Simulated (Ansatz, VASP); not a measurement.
# One calculation of ScSi2O3, two programs

```
Sc Si O
1.0
    -2.12049    2.12049    4.03755
     2.12049   -2.12049    4.03755
     2.12049    2.12049   -4.03755
Sc Si O
1 2 3
Direct
  0.00000 0.00000 0.00000
  0.75000 0.25000 0.50000
  0.25000 0.75000 0.50000
  0.50000 0.00000 0.50000
  0.00000 0.50000 0.50000
  0.50000 0.50000 0.00000
```

Alike in both runs: task relaxation of cell and atoms; functional PBE; k mesh 12 × 12 × 12; occupations gaussian, width 0.1 eV; no spin polarisation.

```csv
,VASP,Ansatz
version,VASP 6.6.1,Ansatz 0.2.0
potentials or method,"VASP PAW PBE potentials, release 64 (Sc_sv, Si, O), cutoff 600 eV","scalar-relativistic, plane waves, PAW"
valence electrons in the cell,37,37
```

```tsv
	VASP	Ansatz	Ansatz less VASP
gap on the k mesh at the Fermi level, each at its own relaxed structure (eV)	none	none	-
relaxed volume (Å³/atom)	12.10	12.08	-0.019
relaxed cell length with the largest relative difference (Å)	4.981	4.981	+0.0003
```

A gap of «none» marks a metal or a gap that the smearing closes.
